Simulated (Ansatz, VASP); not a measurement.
## One calculation of Al, two programs

Contents of INCAR:

```
SYSTEM = Al
ALGO = Normal
EDIFF = 1E-7
ENCUT = 520
GGA = PS
ISIF = 2
ISMEAR = 0
LASPH = .TRUE.
LCHARG = .TRUE.
LELF = .TRUE.
LREAL = .FALSE.
LVHAR = .TRUE.
LWAVE = .FALSE.
NBANDS = 10
NELM = 100
PREC = Accurate
SIGMA = 0.15
```

Contents of KPOINTS:

```
k-points
0
G
  18 18 10
  0 0 0
```

File POSCAR:

```
Al
1.0
    2.7699000000      0.0000000000      0.0000000000
   -1.3849500000      2.3988037660      0.0000000000
    0.0000000000      0.0000000000      4.8609000000
Al
2
Direct
    0.6666666667      0.3333333333      0.7500000000
    0.3333333333      0.6666666667      0.2500000000
```

Input for Ansatz:

```yaml
crystal:
  lattice:
    - [2.7699, 0.0, 0.0]
    - [-1.38495, 2.398803766, 0.0]
    - [0.0, 0.0, 4.8609]
  atoms:
    - { symbol: Al, position: [0.6666666667, 0.3333333333, 0.75] }
    - { symbol: Al, position: [0.3333333333, 0.6666666667, 0.25] }
basis:
  ecutwfc: 420
kpoints:
  mp_grid: { grid: [18, 18, 10] }
hamiltonian:
  xc: pbesol
  pseudopotentials: { kind: paw, azcp: { folder: soft_1 } }
scf:
  occupations: { method: gaussian, width: 0.15 }
output:
  forces: true
  stress: true
  eigenvalues: true
```

Alike in both runs: task single point; functional PBEsol; k mesh 18 × 18 × 10; occupations gaussian, width 0.15 eV; no spin polarisation.

```csv
,VASP,Ansatz
version,VASP 6.6.1,Ansatz 0.2.0
potentials or method,"VASP PAW PBE potentials, release 64 (Al), cutoff 520 eV","scalar-relativistic, plane waves, PAW"
valence electrons in the cell,6,6
```

|  | VASP | Ansatz | Ansatz less VASP |
| --- | --- | --- | --- |
| gap on the k mesh at the Fermi level (eV) | none | none | - |
| pressure (GPa) | 1.4 | 1.3 | -0.09 |
| traceless stress, the component that is largest in VASP (GPa) | -2.65 | -2.62 | +0.028 |

VASP's potentials were made for PBE, not for PBEsol, and Ansatz warns of the same on its side. A gap of «none» marks a metal or a gap that the smearing closes.
